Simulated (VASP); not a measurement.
# MgO in VASP: a series of runs

The runs below take MgO through single point, relaxation of cell and atoms, with PBE.

Everything below comes from runs of VASP 6.6.1. Logs are shortened: lines on timing, memory, paths and dates and some standing lists are left out, and cuts for length are marked.

## (1) The cell of the first run

The typed cell holds 6 atoms: a = 3.262 Å, b = 3.262 Å, c = 7.988 Å, α = 90.00°, β = 90.00°, γ = 120.00°.

## (2) Single point, PBE

INCAR reads:

```
PREC     = Accurate       # precision mode
ENCUT    = 520            # plane-wave cutoff, eV
EDIFF    = 1E-7           # SCF threshold, eV
ISMEAR   = 0              # smearing method
SIGMA    = 0.02           # smearing width, eV
LREAL    = F              # projectors in reciprocal space
LASPH    = T              # aspherical terms in the spheres
NELM     = 100            # most SCF steps
ALGO     = Normal         # electronic algorithm
ISIF     = 2              # what is computed and relaxed
LWAVE    = F              # write WAVECAR
LCHARG   = F              # write CHGCAR
GGA      = PE             # functional
NBANDS   = 21             # bands
```

KPOINTS reads:

```
Automatic mesh
0
Gamma
  12 12 3
```

POSCAR reads:

```
MgO
1.0
    3.2616858391      0.0000000000      0.0000000000
   -1.6308429195      2.8247027958      0.0000000000
    0.0000000000      0.0000000000      7.9882191171
Mg O
3 3
Direct
    0.0000000000      0.0000000000     -0.0000087875
    0.3333333333      0.6666666667      0.3333245459
    0.6666666667      0.3333333333      0.6666578792
    0.0000000000      0.0000000000      0.2500087875
    0.3333333333      0.6666666667      0.5833421208
    0.6666666667      0.3333333333      0.9166754541
```

Potentials or basis: VASP PAW PBE potentials, release 64 (Mg, O).

Run with:

```bash
cat potpaw_PBE.64/Mg/POTCAR potpaw_PBE.64/O/POTCAR > POTCAR
mpirun -np 1 vasp_std > vasp.out
```

OUTCAR:

```text
PREC = Accurate
   ENCUT = 520
   EDIFF = 1E-7
   ISMEAR = 0
   LREAL = F
   LASPH = T
   NELM = 100
   ISIF = 2
   GGA = PE

 ion  position               nearest neighbor table
   1  0.000  0.000  1.000-   4 2.00   6 2.00   6 2.00   6 2.00   3 3.26   3 3.26   3 3.26   2 3.26
                             2 3.26   2 3.26
   2  0.333  0.667  0.333-   5 2.00   4 2.00   4 2.00   4 2.00   3 3.26   3 3.26   3 3.26   1 3.26
                             1 3.26   1 3.26
   3  0.667  0.333  0.667-   6 2.00   5 2.00   5 2.00   5 2.00   1 3.26   2 3.26   2 3.26   1 3.26
                             1 3.26   2 3.26
   4  0.000  0.000  0.250-   1 2.00   2 2.00   2 2.00   2 2.00
   5  0.333  0.667  0.583-   2 2.00   3 2.00   3 2.00   3 2.00
   6  0.667  0.333  0.917-   3 2.00   1 2.00   1 2.00   1 2.00

  LATTYP: Found a hexagonal cell.
 ALAT       =     3.2616858391
 C/A-ratio  =     2.4491074589

  Lattice vectors:

 A1 = (   3.2616858391,   0.0000000000,   0.0000000000)
 A2 = (  -1.6308429195,   2.8247027958,   0.0000000000)
 A3 = (   0.0000000000,   0.0000000000,   7.9882191171)

Analysis of symmetry for initial positions (statically):
=====================================================================
 Subroutine PRICEL returns following result:

  LATTYP: Found a trigonal (rhomboedric) cell.
 ALAT       =     3.2613464865
 COS(alpha) =     0.4998959419

  Lattice vectors:

 A1 = (   1.6308429192,   0.9415675988,  -2.6627397046)
 A2 = (   0.0000000001,  -1.8831351973,  -2.6627397062)
 A3 = (  -1.6308429194,   0.9415675985,  -2.6627397062)

   3 primitive cells build up your supercell.

 Routine SETGRP: Setting up the symmetry group for a
 hexagonal supercell.

 Subroutine GETGRP returns: Found  6 space group operations
 (whereof  6 operations were pure point group operations)
 out of a pool of 24 trial point group operations.

The static configuration has the point symmetry C_3v.

Analysis of symmetry for dynamics (positions and initial velocities):
=====================================================================
 Subroutine PRICEL returns following result:

  LATTYP: Found a trigonal (rhomboedric) cell.
 ALAT       =     3.2613464865
 COS(alpha) =     0.4998959419

  Lattice vectors:

 A1 = (   1.6308429192,   0.9415675988,  -2.6627397046)
[... 105 lines left out ...]
   ICHARG =      2    charge: 1-file 2-atom 10-const
   ISPIN  =      1    spin polarized calculation?
   LNONCOLLINEAR =      F non collinear calculations
   LSORBIT =      F    spin-orbit coupling
   LASPH  =      T    aspherical Exc in radial PAW
   ENCUT  =  520.0 eV  38.22 Ry    6.18 a.u.   6.06  6.06 14.85*2*pi/ulx,y,z
   NELM   =    100;   NELMIN=  2; NELMDL= -5     # of ELM steps
   EDIFF  = 0.1E-06   stopping-criterion for ELM
   LREAL  =      F    real-space projection
   EDIFFG = 0.1E-05   stopping-criterion for IOM
   NSW    =      0    number of steps for IOM
   IBRION =     -1    ionic relax: 0-MD 1-quasi-New 2-CG
   NFREE  =      0    steps in history (QN), initial steepest desc. (CG)
   ISIF   =      2    stress and relaxation
   ISYM   =      2    0-nonsym 1-usesym 2-fastsym
   POTIM  = 0.5000    time-step for ionic-motion
   TEBEG  =    0.0;   TEEND  =   0.0 temperature during run
   PSTRESS=    0.0 pullay stress
   NELECT =      24.0000    total number of electrons
   NUPDOWN=      -1.0000    fix difference up-down
   EMIN   =  10.00;   EMAX   =-10.00  energy-range for DOS
   EFERMI =   0.00;   METHOD = LEGACY
   ISMEAR =     0;   SIGMA  =   0.02  broadening in eV -4-tet -1-fermi 0-gaus
   EFERMI_NEDOS =   21; number of points for ismear=-14 and -15
   IALGO  =     38    algorithm
   IMIX   =      4    mixing-type and parameters
     AMIX     =   0.40;   BMIX     =  1.00
     AMIX_MAG =   1.60;   BMIX_MAG =  1.00
  volume/ion in A,a.u.               =      12.27        82.78
  Fermi-wavevector in a.u.,A,eV,Ry     =   1.126826  2.129393 17.275826  1.269737
  Thomas-Fermi vector in A             =   2.263510
   LORBIT       =      0    0 simple, 1 ext, 2 COOP (PROOUT), +10 PAW based schemes
   GGA     = PE    functional components
   LHFCALC =     F    Hartree Fock is set to
   AEXX    =    0.0000 exact exchange contribution
   IVDW    =     0    specifies the selected vdW correction
   LEPSILON=     F    determine dielectric tensor
   LRPA    =     F    only Hartree local field effects (RPA)
 non-spin polarized calculation
 Gauss-broadening in eV      SIGMA  =   0.02
  energy-cutoff  :      520.00
  volume of cell :       73.60
 maximum number of plane-waves:      2040
   NGX = 13   NGY = 13   NGZ = 29

 number of electron      24.0000013 magnetization

 Free energy of the ion-electron system (eV)
  ---------------------------------------------------
  ext. energy  EPLUGINS =         0.00000000
  ---------------------------------------------------
  free energy    TOTEN  =       -35.10349132 eV

  energy without entropy =      -35.10349132  energy(sigma->0) =      -35.10349132

 E-fermi :   0.7516     XC(G=0):  -9.5854

 val. band max:        0.6273906608   @ k =   0.0000   0.0000   0.0000
 cond. band min:       4.0912232044   @ k =   0.0000   0.0000   0.0000
 fundamental gap:      3.4638325437
 Fermi energy:         0.7515710551

 k-point     1 :       0.0000    0.0000    0.0000
  band No.  band energies     occupation
      1     -15.1838      2.00000
      2     -14.7248      2.00000
      3     -14.7248      2.00000
      4      -1.7856      2.00000
      5      -1.7856      2.00000
      6       0.4883      2.00000
[... 565 lines left out ...]
     20      14.9175      0.00000
     21      15.4050      0.00000

 [... further k-points ...]
[... 5 lines left out ...]
  --------------------------------------------------------------------------------------
  -------------------------------------------------------------------------------------
  Total       -0.1871283     -0.1871283     -0.1756582     -0.0000000      0.0000000      0.0000000
  in kB       -4.0736644     -4.0736644     -3.8239680     -0.0000000      0.0000000      0.0000000
  external PRESSURE =      -3.9904323 kB  Pullay stress =       0.0000000 kB

 VOLUME and BASIS-vectors are now :
 -----------------------------------------------------------------------------
  energy-cutoff  :      520.00
  volume of cell :       73.60
      direct lattice vectors                 reciprocal lattice vectors
     3.261685839  0.000000000  0.000000000     0.306589920  0.177009773  0.000000000
    -1.630842920  2.824702796  0.000000000     0.000000000  0.354019546  0.000000000
     0.000000000  0.000000000  7.988219117     0.000000000  0.000000000  0.125184348

 POSITION                                       TOTAL-FORCE (eV/Angst)
 -----------------------------------------------------------------------------------
      0.00000      0.00000      7.98815         0.000000      0.000000     -0.000027
     -0.00000      1.88314      2.66267        -0.000000      0.000000     -0.000027
      1.63084      0.94157      5.32541         0.000000     -0.000000     -0.000027
      0.00000      0.00000      1.99712         0.000000     -0.000000      0.000027
     -0.00000      1.88314      4.65986         0.000000     -0.000000      0.000027
      1.63084      0.94157      7.32260         0.000000     -0.000000      0.000027
 -----------------------------------------------------------------------------------
    total drift:                               -0.000003      0.000001     -0.000000

  FREE ENERGIE OF THE ION-ELECTRON SYSTEM (eV)
  ---------------------------------------------------
  free  energy   TOTEN  =       -35.1034913167 eV

  energy  without entropy=      -35.1034913167  energy(sigma->0) =      -35.10349132
```

OSZICAR:

```text
N       E                     dE             d eps       ncg     rms          rms(c)
DAV:   1     0.107172884682E+03    0.10717E+03   -0.11809E+04  2116   0.100E+03
DAV:   2    -0.334129243137E+02   -0.14059E+03   -0.13624E+03  2565   0.224E+02
DAV:   3    -0.415516638020E+02   -0.81387E+01   -0.81091E+01  2641   0.559E+01
DAV:   4    -0.415976403938E+02   -0.45977E-01   -0.45971E-01  2300   0.488E+00
DAV:   5    -0.415978755847E+02   -0.23519E-03   -0.23519E-03  2579   0.341E-01    0.144E+01
DAV:   6    -0.352134613978E+02    0.63844E+01   -0.23268E+01  2175   0.301E+01    0.498E+00
DAV:   7    -0.351207251145E+02    0.92736E-01   -0.35121E-01  2170   0.423E+00    0.277E+00
DAV:   8    -0.351049170334E+02    0.15808E-01   -0.15168E-01  2260   0.391E+00    0.546E-01
DAV:   9    -0.351020518437E+02    0.28652E-02   -0.64477E-03  2545   0.607E-01    0.169E-01
DAV:  10    -0.351034627647E+02   -0.14109E-02   -0.17642E-03  2200   0.251E-01    0.275E-02
DAV:  11    -0.351034889380E+02   -0.26173E-04   -0.19083E-05  2495   0.279E-02    0.170E-02
DAV:  12    -0.351034911444E+02   -0.22065E-05   -0.12040E-05  2220   0.256E-02    0.163E-03
DAV:  13    -0.351034912848E+02   -0.14036E-06   -0.22619E-07  2545   0.283E-03    0.626E-04
DAV:  14    -0.351034913167E+02   -0.31937E-07   -0.36639E-08  1305   0.168E-03
   1 F= -.35103491E+02 E0= -.35103491E+02  d E =-.229145E-20
```

Wall time 22 s (1 thread of Intel Xeon 6975P-C (Granite Rapids), shared host); peak memory 0.21 GiB.

What came out:

```
Free energy            : -35.1035 eV
Pressure               : -0.4 GPa
Band gap on the k mesh : 3.46 eV
```

Levels at points of the mesh, in eV from the valence-band top:
| k point | band 9 | band 10 | band 11 | band 12 | band 13 | band 14 | band 15 | band 16 |
| --- | --- | --- | --- | --- | --- | --- | --- | --- |
| (0.00, 0.00, 0.00) | -0.14 | 0.00 | 0.00 | 0.00 | 3.46 | 6.84 | 6.84 | 11.50 |
| (0.50, 0.00, 0.00) | -0.66 | -0.66 | -0.33 | -0.33 | 6.18 | 8.24 | 8.24 | 10.04 |

Caveat: an odd mesh through Γ misses points on the zone boundary, where band edges can lie.

## (3) Relaxation of cell and atoms, PBE

This run uses another cell than the first one, of 12.18 Å³/atom.

INCAR reads:

```
PREC = Accurate
ENCUT = 600
EDIFF = 1E-7
ISMEAR = 0
SIGMA = 0.02
LREAL = F
LASPH = T
NELM = 60
ALGO = Normal
ISIF = 3
LWAVE = F
LCHARG = F
GGA = PE
IBRION = 2
NSW = 65
EDIFFG = -0.01
```

KPOINTS is that of step 2.

POSCAR reads:

```
MgO
1.0
    3.3137906492      0.0000000000      0.0000000000
   -1.6568953246      2.8698268851      0.0000000000
    0.0000000000      0.0000000000      7.6856324881
Mg O
3 3
Direct
    0.0000000000      0.0000000000      0.0000000000
    0.3333333333      0.6666666667      0.3333333333
    0.6666666667      0.3333333333      0.6666666667
    0.0000000000      0.0000000000      0.2500000000
    0.3333333333      0.6666666667      0.5833333333
    0.6666666667      0.3333333333      0.9166666667
```

Potentials or basis: VASP PAW PBE potentials, release 64 (Mg, O).

Run with:

```bash
cat potpaw_PBE.64/Mg/POTCAR potpaw_PBE.64/O/POTCAR > POTCAR
mpirun -np 1 vasp_std > vasp.out
```

Wall time 2.1 min (1 thread of Intel Xeon 6975P-C (Granite Rapids), shared host); peak memory 0.25 GiB.

Results (log left out):

| Property | Result |
| --- | --- |
| Free energy | -35.1119 eV |
| Relaxed volume | 12.20 Å³/atom |
| Relaxed cell | a = 3.255 Å, b = 3.255 Å, c = 7.977 Å, α = 90.00°, β = 90.00°, γ = 120.00° |
| Space group after relaxing (to 0.1 Å) | F-43m (No. 216) |
| Energy gained by relaxing | 18.8 meV/atom |
| Ionic steps | 7 |
| Pressure after relaxing | 0.1 GPa |
| Largest force after relaxing | 0.007 eV/Å |
| Band gap on the k mesh | 3.49 eV |

Forces in eV/Å, atoms in the order of the input:
```
Mg   0.000  0.000 -0.007
Mg   0.000  0.000 -0.007
Mg   0.000  0.000 -0.007
O    0.000  0.000  0.007
O    0.000  0.000  0.007
O    0.000  0.000  0.007
```

The path:
```
step  energy change (eV)  largest force (eV/Å)  pressure (GPa)  volume (Å³)
   1              0.0000                0.5468            0.72        73.09
   2             -0.0829                0.3659           -0.44        73.61
   3             -0.0986                0.1523           -0.40        73.46
   4             -0.1066                0.1158            0.08        73.18
   5             -0.1111                0.0558            0.81        72.74
   6             -0.1126                0.0347           -0.24        73.39
   7             -0.1129                0.0074            0.07        73.20
```

Final structure:
```
Mg O
1.0
     3.25499    0.00000    0.00000
    -1.62749    2.81890    0.00000
     0.00000    0.00000    7.97734
Mg O
3 3
Direct
  0.00000 0.00000 0.00008
  0.33333 0.66667 0.33342
  0.66667 0.33333 0.66675
  0.00000 0.00000 0.24992
  0.33333 0.66667 0.58325
  0.66667 0.33333 0.91658
```

Levels at points of the mesh, in eV from the valence-band top:
```
           k point  band 10  band 11  band 12  band 13  band 14  band 15
(0.00, 0.00, 0.00)     0.00     0.00     0.00     3.49     6.87     6.87
(0.50, 0.00, 0.00)    -0.67    -0.33    -0.33     6.19     8.27     8.27
```

Caveat: an odd mesh through Γ misses points on the zone boundary, where band edges can lie.
